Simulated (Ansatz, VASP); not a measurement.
**One calculation of AlN, two programs**

```
Al N
1.0
     3.06866   -0.00342   -0.02890
    -1.53729    2.71238    0.00559
    -0.04625   -0.01638    4.95724
Al N
2 2
Direct
  0.36362 0.68383 0.97928
  0.64468 0.33120 0.51328
  0.33675 0.68593 0.38331
  0.65495 0.29904 0.89413
```

Change from the starting cell: all atoms moved at random, cell strained at random.

Alike in both runs: task single point; functional PBEsol; k mesh 9 × 9 × 6; occupations gaussian, width 0.02 eV; no spin polarisation.

|  | VASP | Ansatz |
| --- | --- | --- |
| version | VASP 6.6.1 | Ansatz 0.2.0 |
| potentials or method | VASP PAW PBE potentials, release 64 (Al, N), cutoff 520 eV | scalar-relativistic, plane waves, PAW |
| valence electrons in the cell | 16 | 16 |

```csv
,VASP,Ansatz,Ansatz less VASP
gap on the k mesh at the Fermi level (eV),3.72,3.71,-0.018
least direct gap on the mesh (eV),3.72,3.71,-0.018
pressure (GPa),5.4,5.4,-0.05
"traceless stress, the component that is largest in VASP (GPa)",10.83,10.62,-0.216
rms of the force components (eV/Å),1.663,1.647,-0.0163
```

VASP's potentials were made for PBE, not for PBEsol. Atom by atom the forces differ by 0.018 eV/Å (rms over components).
